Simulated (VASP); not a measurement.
# Os3Au (Pm-3n) in VASP: single point with PBE

Aim: the single point of Os3Au with PBE.

Program: VASP 6.6.1. These are calculated values, not measurements. Logs are shortened: lines on timing, memory, paths and dates and some standing lists are left out, and cuts for length are marked.

## Step 1: The cell of the first run

It takes space group Pm-3n (No. 223, cubic). The conventional cell has a = 4.999 Å, b = 4.999 Å, c = 4.999 Å, α = 90.00°, β = 90.00°, γ = 90.00°. Os (site symmetry -4m2) has 10 Os at 2.50 to 3.06 Å and 4 Au at 2.79 Å within 3.3 Å. Au (site symmetry m-3) has 12 Os at 2.79 Å within 3.7 Å.

The cell was generated, and may not be a known phase.

## Step 2: Single point, PBE

File INCAR:

```
  PREC = Accurate
  ENCUT = 600
  EDIFF = 1E-6
  ISMEAR = 0
  SIGMA = 0.2
  LREAL = F
  LASPH = T
  NELM = 120
  ALGO = Normal
  ISIF = 2
  LWAVE = F
  LCHARG = F
  GGA = PE
  NBANDS = 45
  GGA_COMPAT = F
```

File KPOINTS:

```
Automatic mesh
0
Gamma
  3 3 3
```

File POSCAR:

```
Os3Au
1.0
    4.9985985734      0.0000000000      0.0000000000
    0.0000000000      4.9985985734      0.0000000000
    0.0000000000      0.0000000000      4.9985985734
Os Au
6 2
Direct
    0.0000000000      0.7500000000      0.5000000000
    0.0000000000      0.2500000000      0.5000000000
    0.7500000000      0.5000000000      0.0000000000
    0.2500000000      0.5000000000      0.0000000000
    0.5000000000      0.0000000000      0.7500000000
    0.5000000000      0.0000000000      0.2500000000
    0.0000000000      0.0000000000      0.0000000000
    0.5000000000      0.5000000000      0.5000000000
```

Potentials or basis: VASP PAW PBE potentials, release 64 (Os, Au).

Run with:

```bash
cat potpaw_PBE.64/Os/POTCAR potpaw_PBE.64/Au/POTCAR > POTCAR
mpirun -np 1 vasp_std > vasp.out
```

OUTCAR:

```text
PREC = Accurate
   ENCUT = 600
   EDIFF = 1E-6
   ISMEAR = 0
   LREAL = F
   LASPH = T
   NELM = 120
   ISIF = 2
   GGA = PE

 ion  position               nearest neighbor table
   1  0.000  0.750  0.500-   2 2.50   2 2.50   8 2.79   7 2.79   7 2.79   8 2.79   4 3.06   3 3.06
                             4 3.06   5 3.06   6 3.06   5 3.06   6 3.06   3 3.06
   2  0.000  0.250  0.500-   1 2.50   1 2.50   8 2.79   7 2.79   7 2.79   8 2.79   4 3.06   3 3.06
                             4 3.06   5 3.06   6 3.06   5 3.06   6 3.06   3 3.06
   3  0.750  0.500  0.000-   4 2.50   4 2.50   8 2.79   8 2.79   7 2.79   7 2.79   1 3.06   1 3.06
                             2 3.06   5 3.06   5 3.06   6 3.06   6 3.06   2 3.06
   4  0.250  0.500  0.000-   3 2.50   3 2.50   8 2.79   8 2.79   7 2.79   7 2.79   1 3.06   1 3.06
                             2 3.06   5 3.06   5 3.06   6 3.06   6 3.06   2 3.06
   5  0.500  0.000  0.750-   6 2.50   6 2.50   8 2.79   7 2.79   8 2.79   7 2.79   3 3.06   4 3.06
                             3 3.06   4 3.06   1 3.06   1 3.06   2 3.06   2 3.06
   6  0.500  0.000  0.250-   5 2.50   5 2.50   8 2.79   7 2.79   8 2.79   7 2.79   3 3.06   4 3.06
                             3 3.06   4 3.06   1 3.06   1 3.06   2 3.06   2 3.06
   7  0.000  0.000  0.000-   1 2.79   2 2.79   3 2.79   4 2.79   5 2.79   6 2.79   1 2.79   2 2.79
                             3 2.79   4 2.79   5 2.79   6 2.79
   8  0.500  0.500  0.500-   1 2.79   2 2.79   3 2.79   4 2.79   5 2.79   6 2.79   3 2.79   4 2.79
                             5 2.79   6 2.79   1 2.79   2 2.79

  LATTYP: Found a simple cubic cell.
 ALAT       =     4.9985985734

  Lattice vectors:

 A1 = (   4.9985985734,   0.0000000000,   0.0000000000)
 A2 = (   0.0000000000,   4.9985985734,   0.0000000000)
 A3 = (   0.0000000000,   0.0000000000,   4.9985985734)

Analysis of symmetry for initial positions (statically):
=====================================================================
 Subroutine PRICEL returns:
 Original cell was already a primitive cell.

 Routine SETGRP: Setting up the symmetry group for a
 simple cubic supercell.

 Subroutine GETGRP returns: Found 48 space group operations
 (whereof 24 operations were pure point group operations)
 out of a pool of 48 trial point group operations.

The static configuration has the point symmetry T_h .
 The point group associated with its full space group is O_h .

Analysis of symmetry for dynamics (positions and initial velocities):
=====================================================================
 Subroutine PRICEL returns:
 Original cell was already a primitive cell.

 Routine SETGRP: Setting up the symmetry group for a
 simple cubic supercell.

 Subroutine GETGRP returns: Found 48 space group operations
[... 106 lines left out ...]
   NELECT =      70.0000    total number of electrons
   NUPDOWN=      -1.0000    fix difference up-down
   EMIN   =  10.00;   EMAX   =-10.00  energy-range for DOS
   EFERMI =   0.00;   METHOD = LEGACY
   ISMEAR =     0;   SIGMA  =   0.20  broadening in eV -4-tet -1-fermi 0-gaus
   EFERMI_NEDOS =   21; number of points for ismear=-14 and -15
   IALGO  =     38    algorithm
   IMIX   =      4    mixing-type and parameters
     AMIX     =   0.40;   BMIX     =  1.00
     AMIX_MAG =   1.60;   BMIX_MAG =  1.00
  volume/ion in A,a.u.               =      15.61       105.35
  Fermi-wavevector in a.u.,A,eV,Ry     =   1.349768  2.550692 24.788110  1.821875
  Thomas-Fermi vector in A             =   2.477328
   LORBIT       =      0    0 simple, 1 ext, 2 COOP (PROOUT), +10 PAW based schemes
   GGA     = PE    functional components
   LHFCALC =     F    Hartree Fock is set to
   AEXX    =    0.0000 exact exchange contribution
   IVDW    =     0    specifies the selected vdW correction
   LEPSILON=     F    determine dielectric tensor
   LRPA    =     F    only Hartree local field effects (RPA)
 non-spin polarized calculation
 Gauss-broadening in eV      SIGMA  =   0.20
  energy-cutoff  :      600.00
  volume of cell :      124.89
 maximum number of plane-waves:      4197
 NGX is ok and might be reduce to    40
   NGX = 19   NGY = 19   NGZ = 19

 number of electron      70.0000018 magnetization

 Free energy of the ion-electron system (eV)
  ---------------------------------------------------
  ext. energy  EPLUGINS =         0.00000000
  ---------------------------------------------------
  free energy    TOTEN  =       -65.27523622 eV

  energy without entropy =      -64.92263144  energy(sigma->0) =      -65.09893383

 E-fermi :   8.9070     XC(G=0): -13.3702

 val. band max:        8.8867441983   @ k =   0.3333   0.0000   0.0000
 cond. band min:       8.9815815229   @ k =   0.3333   0.3333   0.3333
 fundamental gap:      0.0948373246
 Fermi energy:         8.9069908989

 k-point     1 :       0.0000    0.0000    0.0000
  band No.  band energies     occupation
      1      -1.5513      2.00000
      2       1.2899      2.00000
      3       1.2899      2.00000
      4       2.2582      2.00000
      5       2.8382      2.00000
      6       2.8382      2.00000
[... 181 lines left out ...]
     44      10.3327      0.00000
     45      11.3804      0.00000

------------------------ aborting loop because EDIFF is reached ----------------------------------------

  FORCE on cell =-STRESS in cart. coord.  units (eV):
  Direction    XX          YY          ZZ          XY          YZ          ZX
  --------------------------------------------------------------------------------------
  -------------------------------------------------------------------------------------
  Total       -0.2966451     -0.2966451     -0.2966451     -0.0000000      0.0000000      0.0000000
  in kB       -3.8054229     -3.8054229     -3.8054229     -0.0000000      0.0000000      0.0000000
  external PRESSURE =      -3.8054229 kB  Pullay stress =       0.0000000 kB

 VOLUME and BASIS-vectors are now :
 -----------------------------------------------------------------------------
  energy-cutoff  :      600.00
  volume of cell :      124.89
      direct lattice vectors                 reciprocal lattice vectors
     4.998598573  0.000000000  0.000000000     0.200056073  0.000000000  0.000000000
     0.000000000  4.998598573  0.000000000     0.000000000  0.200056073  0.000000000
     0.000000000  0.000000000  4.998598573     0.000000000  0.000000000  0.200056073

 POSITION                                       TOTAL-FORCE (eV/Angst)
 -----------------------------------------------------------------------------------
      0.00000      3.74895      2.49930        -0.000000     -0.000000      0.000000
      0.00000      1.24965      2.49930         0.000000      0.000000     -0.000000
      3.74895      2.49930      0.00000         0.000000      0.000000      0.000000
      1.24965      2.49930      0.00000        -0.000000     -0.000000     -0.000000
      2.49930      0.00000      3.74895        -0.000000     -0.000000     -0.000000
      2.49930      0.00000      1.24965        -0.000000      0.000000      0.000000
      0.00000      0.00000      0.00000        -0.000000      0.000000     -0.000000
      2.49930      2.49930      2.49930        -0.000000      0.000000     -0.000000
 -----------------------------------------------------------------------------------
    total drift:                               -0.000000      0.000000     -0.000000

  FREE ENERGIE OF THE ION-ELECTRON SYSTEM (eV)
  ---------------------------------------------------
  free  energy   TOTEN  =       -65.2752362186 eV

  energy  without entropy=      -64.9226314368  energy(sigma->0) =      -65.09893383
```

Run time: 37 s. Hardware: 1 thread of Intel Xeon 8259CL, shared host; peak memory 0.24 GiB.

Results:

```
Free energy            : -65.2752 eV
Pressure               : -0.4 GPa
Band gap on the k mesh : zero (bands 35 and 36 overlap by 0.61 eV)
```

Levels at points of the mesh, in eV from the Fermi level:
```csv
k point,band 31,band 32,band 33,band 34,band 35,band 36,band 37,band 38,band 39,band 40
"(0.00, 0.00, 0.00)",-0.53,-0.53,-0.53,0.49,0.49,1.08,1.08,1.08,1.30,1.30
```

Caveat: the k points lie up to 0.42 Å⁻¹ apart, too coarse for converged energies and pressures of a metal; spin-orbit coupling is left out, which moves the levels of the heavy elements.

The gap in the log of VASP goes by the Fermi energy; the results here count the filled bands.